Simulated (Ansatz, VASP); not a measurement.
**One calculation of Ni, two programs**

```
Ni
1.0
     0.00000    1.76194    1.76194
     1.76194    0.00000    1.76194
     1.76194    1.76194    0.00000
Ni
1
Direct
  0.00000 0.00000 0.00000
```

Alike in both runs: task single point; functional PBE; k mesh 16 × 16 × 16; occupations fermi-dirac, width 0.1 eV; collinear spin.

|  | VASP | Ansatz |
| --- | --- | --- |
| version | VASP 6.6.1 | Ansatz 0.2.0 |
| potentials or method | VASP PAW PBE potentials, release 64 (Ni), cutoff 520 eV | all-electron PAW with datasets made for the crystal, scalar-relativistic |

|  | VASP | Ansatz | Ansatz less VASP |
| --- | --- | --- | --- |
| net moment per atom (μB) | 0.60 | 0.61 | +0.012 |
| size of the moment on the site where the two differ most (μB) | 0.61 | 0.65 | +0.038 |

Site moments also hang on the region over which each program counts them. Ansatz ran all-electron here, and VASP with PAW potentials. Ansatz's warnings: band levels unverified, printed levels off.
